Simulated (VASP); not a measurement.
# Zn4SeS3 (I-42m) in VASP: a series of runs

The runs below take Zn4SeS3 through single point, relaxation of cell and atoms, with PBE.

All numbers are computed with VASP 6.6.1; they aren't measurements. Logs are shortened: lines on timing, memory, paths and dates and some standing lists are left out, and cuts for length are marked.

**1. The cell of the first run**

The structure is tetragonal, space group I-42m (No. 121). Conventional cell: a = 5.403 Å, b = 5.403 Å, c = 10.806 Å, α = 90.00°, β = 90.00°, γ = 90.00°. Within 3.1 Å of Zn (site symmetry m) lie 3 S at 2.34 Å and 1 Se at 2.34 Å. Within 3.1 Å of Se (site symmetry -42m) lie 4 Zn at 2.34 Å. Within 3.1 Å of S (site symmetry -4) lie 4 Zn at 2.34 Å. Within 3.1 Å of S (site symmetry -42m) lie 4 Zn at 2.34 Å.

**2. Single point, PBE**

INCAR

```
SYSTEM = Zn4SeS3
  PREC = Accurate
  ENCUT = 520
  EDIFF = 1E-6
  ISMEAR = 0
  SIGMA = 0.1
  LREAL = .FALSE.
  LASPH = .TRUE.
  NELM = 60
  ALGO = Normal
  ISIF = 2
  LWAVE = .FALSE.
  LCHARG = .TRUE.
  GGA = PE
  LELF = .TRUE.
  LVHAR = .TRUE.
  NBANDS = 46
```

KPOINTS

```
regular mesh
0
G
  4 4 4
  0 0 0
```

POSCAR

```
Zn4SeS3
1.0
   -2.7014361800      2.7014361800      5.4028723700
    2.7014361800     -2.7014361800      5.4028723700
    2.7014361800      2.7014361800     -5.4028723700
Zn Se S
4 1 3
Direct
    0.3750000000      0.8750000000      0.0000000000
    0.1250000000      0.1250000000      0.5000000000
    0.8750000000      0.3750000000      0.0000000000
    0.6250000000      0.6250000000      0.5000000000
    0.5000000000      0.5000000000      0.0000000000
    0.7500000000      0.2500000000      0.5000000000
    0.2500000000      0.7500000000      0.5000000000
    0.0000000000      0.0000000000      0.0000000000
```

Potentials or basis: VASP PAW PBE potentials, release 64 (Zn, Se, S).

Started as:

```
$ cat potpaw_PBE.64/Zn/POTCAR potpaw_PBE.64/Se/POTCAR potpaw_PBE.64/S/POTCAR > POTCAR
$ mpirun -np 1 vasp_std > vasp.out
```

OUTCAR:

```text
SYSTEM = Zn4SeS3
   PREC = Accurate
   ENCUT = 520
   EDIFF = 1E-6
   ISMEAR = 0
   LREAL = .FALSE.
   LASPH = .TRUE.
   NELM = 60
   ISIF = 2
   GGA = PE

 ion  position               nearest neighbor table
   1  0.375  0.875  0.000-   5 2.34   6 2.34   8 2.34   7 2.34
   2  0.125  0.125  0.500-   5 2.34   6 2.34   7 2.34   8 2.34
   3  0.875  0.375  0.000-   5 2.34   7 2.34   8 2.34   6 2.34
   4  0.625  0.625  0.500-   6 2.34   7 2.34   8 2.34   5 2.34
   5  0.500  0.500  0.000-   1 2.34   3 2.34   4 2.34   2 2.34
   6  0.750  0.250  0.500-   2 2.34   3 2.34   4 2.34   1 2.34
   7  0.250  0.750  0.500-   1 2.34   2 2.34   4 2.34   3 2.34
   8  0.000  0.000  0.000-   1 2.34   2 2.34   3 2.34   4 2.34

  LATTYP: Found a body centered tetragonal cell.
 ALAT       =     5.4028723600
 C/A-ratio  =     2.0000000037

  Lattice vectors:

 A1 = (  -2.7014361800,   2.7014361800,   5.4028723700)
 A2 = (   2.7014361800,  -2.7014361800,   5.4028723700)
 A3 = (   2.7014361800,   2.7014361800,  -5.4028723700)

Analysis of symmetry for initial positions (statically):
=====================================================================
 Subroutine PRICEL returns:
 Original cell was already a primitive cell.

 Routine SETGRP: Setting up the symmetry group for a
 body centered tetragonal supercell.

 Subroutine GETGRP returns: Found  8 space group operations
 (whereof  8 operations were pure point group operations)
 out of a pool of 16 trial point group operations.

The static configuration has the point symmetry D_2d.

Analysis of symmetry for dynamics (positions and initial velocities):
=====================================================================
 Subroutine PRICEL returns:
 Original cell was already a primitive cell.

 Routine SETGRP: Setting up the symmetry group for a
 body centered tetragonal supercell.

 Subroutine GETGRP returns: Found  8 space group operations
 (whereof  8 operations were pure point group operations)
 out of a pool of 16 trial point group operations.

The dynamic configuration has the point symmetry D_2d.

 Subroutine INISYM returns: Found  8 space group operations
 (whereof  8 operations are pure point group operations),
 and found     1 'primitive' translations

----------------------------------------------------------------------------------------

                                     Primitive cell

  volume of cell :     157.7154

  direct lattice vectors                    reciprocal lattice vectors
    -2.701436180  2.701436180  5.402872370     0.000000000  0.185086734  0.092543367
     2.701436180 -2.701436180  5.402872370     0.185086734  0.000000000  0.092543367
     2.701436180  2.701436180 -5.402872370     0.185086734  0.185086734  0.000000000

  length of vectors
     6.617140222  6.617140222  6.617140222     0.206933260  0.206933260  0.261752170

  position of ions in fractional coordinates (direct lattice)
     0.375000000  0.875000000  0.000000000
     0.125000000  0.125000000  0.500000000
     0.875000000  0.375000000  0.000000000
     0.625000000  0.625000000  0.500000000
     0.500000000  0.500000000  0.000000000
     0.750000000  0.250000000  0.500000000
     0.250000000  0.750000000  0.500000000
     0.000000000  0.000000000  0.000000000

  ion indices of the primitive-cell ions
   primitive index   ion index
                 1           1
                 2           2
                 3           3
                 4           4
                 5           5
                 6           6
                 7           7
                 8           8

----------------------------------------------------------------------------------------

 KPOINTS: regular mesh

Automatic generation of k-mesh.
 Grid dimensions read from file:
 generate k-points for:    4    4    4

 Generating k-lattice:

  Cartesian coordinates                     Fractional coordinates (reciprocal lattice)
     0.000000000  0.046271684  0.023135842     0.250000000  0.000000000 -0.000000000
     0.046271684  0.000000000  0.023135842     0.000000000  0.250000000 -0.000000000
     0.046271684  0.046271684  0.000000000     0.000000000  0.000000000  0.250000000

  Length of vectors
     0.051733315  0.051733315  0.065438042

  Shift w.r.t. Gamma in fractional coordinates (k-lattice)
     0.000000000  0.000000000  0.000000000

 Subroutine IBZKPT returns following result:
 ===========================================

 Found     13 irreducible k-points:

 Following reciprocal coordinates:
            Coordinates               Weight
  0.000000  0.000000  0.000000      1.000000
  0.250000 -0.000000  0.000000      8.000000
  0.500000 -0.000000  0.000000      4.000000
  0.250000  0.250000  0.000000      8.000000
  0.500000  0.250000  0.000000     16.000000
 -0.250000  0.250000  0.000000      4.000000
  0.500000  0.500000  0.000000      2.000000
  0.250000  0.250000  0.250000      2.000000
 -0.250000  0.250000  0.250000      4.000000
  0.500000  0.500000  0.250000      4.000000
 -0.250000  0.500000  0.250000      8.000000
 -0.250000 -0.250000  0.250000      2.000000
  0.500000  0.500000  0.500000      1.000000
   k-points           NKPTS =     13   k-points in BZ     NKDIM =     13   number of bands    NBANDS=     46
   number of dos      NEDOS =    301   number of ions     NIONS =      8
   total plane-waves  NPLWV = 125000
   dimension x,y,z NGX =    50 NGY =   50 NGZ =   50
   dimension x,y,z NGXF=   100 NGYF=  100 NGZF=  100
   ions per type =               4   1   3
   NGX,Y,Z   is equivalent  to a cutoff of  12.56, 12.56, 12.56 a.u.
   NGXF,Y,Z  is equivalent  to a cutoff of  25.12, 25.12, 25.12 a.u.
 SYSTEM =  Zn4SeS3
   PREC   = accura    normal or accurate (medium, high low for compatibility)
   ISTART =      0    job   : 0-new  1-cont  2-samecut
   ICHARG =      2    charge: 1-file 2-atom 10-const
   ISPIN  =      1    spin polarized calculation?
   LNONCOLLINEAR =      F non collinear calculations
   LSORBIT =      F    spin-orbit coupling
   LASPH  =      T    aspherical Exc in radial PAW
   ENCUT  =  520.0 eV  38.22 Ry    6.18 a.u.  12.30 12.30 12.30*2*pi/ulx,y,z
   NELM   =     60;   NELMIN=  2; NELMDL= -5     # of ELM steps
   EDIFF  = 0.1E-05   stopping-criterion for ELM
   LREAL  =      F    real-space projection
   EDIFFG = 0.1E-04   stopping-criterion for IOM
   NSW    =      0    number of steps for IOM
   IBRION =     -1    ionic relax: 0-MD 1-quasi-New 2-CG
   NFREE  =      0    steps in history (QN), initial steepest desc. (CG)
   ISIF   =      2    stress and relaxation
   ISYM   =      2    0-nonsym 1-usesym 2-fastsym
   POTIM  = 0.5000    time-step for ionic-motion
   TEBEG  =    0.0;   TEEND  =   0.0 temperature during run
   PSTRESS=    0.0 pullay stress
   NELECT =      72.0000    total number of electrons
   NUPDOWN=      -1.0000    fix difference up-down
   EMIN   =  10.00;   EMAX   =-10.00  energy-range for DOS
   EFERMI =   0.00;   METHOD = LEGACY
   ISMEAR =     0;   SIGMA  =   0.10  broadening in eV -4-tet -1-fermi 0-gaus
   EFERMI_NEDOS =   21; number of points for ismear=-14 and -15
   IALGO  =     38    algorithm
   IMIX   =      4    mixing-type and parameters
     AMIX     =   0.40;   BMIX     =  1.00
     AMIX_MAG =   1.60;   BMIX_MAG =  1.00
  volume/ion in A,a.u.               =      19.71       133.04
  Fermi-wavevector in a.u.,A,eV,Ry     =   1.260553  2.382099 21.619559  1.588993
  Thomas-Fermi vector in A             =   2.394056
   LORBIT       =      0    0 simple, 1 ext, 2 COOP (PROOUT), +10 PAW based schemes
   GGA     = PE    functional components
   LHFCALC =     F    Hartree Fock is set to
   AEXX    =    0.0000 exact exchange contribution
   IVDW    =     0    specifies the selected vdW correction
   LEPSILON=     F    determine dielectric tensor
   LRPA    =     F    only Hartree local field effects (RPA)
 non-spin polarized calculation
 Gauss-broadening in eV      SIGMA  =   0.10
  energy-cutoff  :      520.00
  volume of cell :      157.72
 maximum number of plane-waves:      4266
 NGX is ok and might be reduce to    50
   NGX = 25   NGY = 25   NGZ = 25

 number of electron      72.0000021 magnetization

 Free energy of the ion-electron system (eV)
  ---------------------------------------------------
  ext. energy  EPLUGINS =         0.00000000
  ---------------------------------------------------
  free energy    TOTEN  =       -26.27651105 eV

  energy without entropy =      -26.27651105  energy(sigma->0) =      -26.27651105

 E-fermi :   2.7976     XC(G=0):  -9.7245

 val. band max:        2.3174230304   @ k =   0.0000   0.0000   0.0000
 cond. band min:       4.3843635905   @ k =   0.0000   0.0000   0.0000
 fundamental gap:      2.0669405602
 Fermi energy:         2.7975791761

 k-point     1 :       0.0000    0.0000    0.0000
  band No.  band energies     occupation
      1     -11.1588      2.00000
      2      -9.9972      2.00000
      3      -9.6989      2.00000
      4      -9.6967      2.00000
      5      -4.2883      2.00000
      6      -4.2364      2.00000
[... 38 lines left out ...]
     45       8.5522      0.00000
     46       8.5543      0.00000

 k-point     2 :       0.2500   -0.0000    0.0000
  band No.  band energies     occupation
      1     -10.9757      2.00000
      2     -10.0816      2.00000
      3      -9.8073      2.00000
      4      -9.7502      2.00000
      5      -4.2511      2.00000
      6      -4.2197      2.00000
[... 38 lines left out ...]
     45       9.1079      0.00000
     46       9.2908      0.00000

 k-point     3 :       0.5000   -0.0000    0.0000
  band No.  band energies     occupation
      1     -10.6645      2.00000
      2     -10.2866      2.00000
      3      -9.9353      2.00000
      4      -9.7968      2.00000
      5      -4.2449      2.00000
      6      -4.1844      2.00000
[... 38 lines left out ...]
     45       9.3745      0.00000
     46       9.4205      0.00000

 k-point     4 :       0.2500    0.2500    0.0000
  band No.  band energies     occupation
      1     -10.7719      2.00000
      2     -10.1403      2.00000
      3      -9.8748      2.00000
      4      -9.8687      2.00000
      5      -4.2086      2.00000
      6      -4.1888      2.00000
[... 381 lines left out ...]
     45       9.4471      0.00000
     46       9.6158      0.00000

 k-point    12 :      -0.2500   -0.2500    0.2500
  band No.  band energies     occupation
      1     -11.0106      2.00000
      2     -10.1096      2.00000
      3      -9.7982      2.00000
      4      -9.7019      2.00000
      5      -4.3030      2.00000
      6      -4.2308      2.00000
[... 38 lines left out ...]
     45       9.2223      0.00000
     46       9.2223      0.00000

 k-point    13 :       0.5000    0.5000    0.5000
  band No.  band energies     occupation
      1     -10.7436      2.00000
      2     -10.3897      2.00000
      3      -9.8492      2.00000
      4      -9.7049      2.00000
      5      -4.3174      2.00000
      6      -4.2778      2.00000
[... 38 lines left out ...]
     45      10.7606      0.00000
     46      10.7947      0.00000

------------------------ aborting loop because EDIFF is reached ----------------------------------------

  FORCE on cell =-STRESS in cart. coord.  units (eV):
  Direction    XX          YY          ZZ          XY          YZ          ZX
  --------------------------------------------------------------------------------------
  -------------------------------------------------------------------------------------
  Total        5.0935724      5.0935724      5.0889343      0.0000000      0.0000000      0.0000000
  in kB       51.7438742     51.7438742     51.6967572      0.0000000      0.0000000      0.0000000
  external PRESSURE =      51.7281686 kB  Pullay stress =       0.0000000 kB

 VOLUME and BASIS-vectors are now :
 -----------------------------------------------------------------------------
  energy-cutoff  :      520.00
  volume of cell :      157.72
      direct lattice vectors                 reciprocal lattice vectors
    -2.701436180  2.701436180  5.402872370     0.000000000  0.185086734  0.092543367
     2.701436180 -2.701436180  5.402872370     0.185086734  0.000000000  0.092543367
     2.701436180  2.701436180 -5.402872370     0.185086734  0.185086734  0.000000000

 POSITION                                       TOTAL-FORCE (eV/Angst)
 -----------------------------------------------------------------------------------
      1.35072     -1.35072      6.75359         0.465058     -0.465058      0.452203
      1.35072      1.35072     -1.35072        -0.465058     -0.465058     -0.452203
     -1.35072      1.35072      6.75359        -0.465058      0.465058      0.452203
      1.35072      1.35072      4.05215         0.465058      0.465058     -0.452203
      0.00000      0.00000      5.40287        -0.000000      0.000000      0.000000
      0.00000      2.70144      2.70144        -0.000000      0.000000      0.000000
      2.70144      0.00000      2.70144        -0.000000      0.000000      0.000000
      0.00000      0.00000      0.00000         0.000000      0.000000      0.000000
 -----------------------------------------------------------------------------------
    total drift:                                0.000000      0.000000     -0.000014

  FREE ENERGIE OF THE ION-ELECTRON SYSTEM (eV)
  ---------------------------------------------------
  free  energy   TOTEN  =       -26.2765110481 eV

  energy  without entropy=      -26.2765110481  energy(sigma->0) =      -26.27651105
```

Wall time 7.8 min (1 thread of AMD EPYC 7R13, shared host); peak memory 0.38 GiB.

Results:

| Item | Value |
| --- | --- |
| Free energy | -26.2765 eV |
| Pressure | 5.2 GPa |
| Largest force | 0.798 eV/Å |
| Band gap on the k mesh | 2.07 eV |

Forces in eV/Å, atoms in the order of the input:
```
Zn   0.465 -0.465  0.452
Zn  -0.465 -0.465 -0.452
Zn  -0.465  0.465  0.452
Zn   0.465  0.465 -0.452
Se   0.000  0.000  0.000
S    0.000  0.000  0.000
S    0.000  0.000  0.000
S    0.000  0.000  0.000
```

Caveat: the cell stands under pressure.

(Continued in part 2 of 2.)
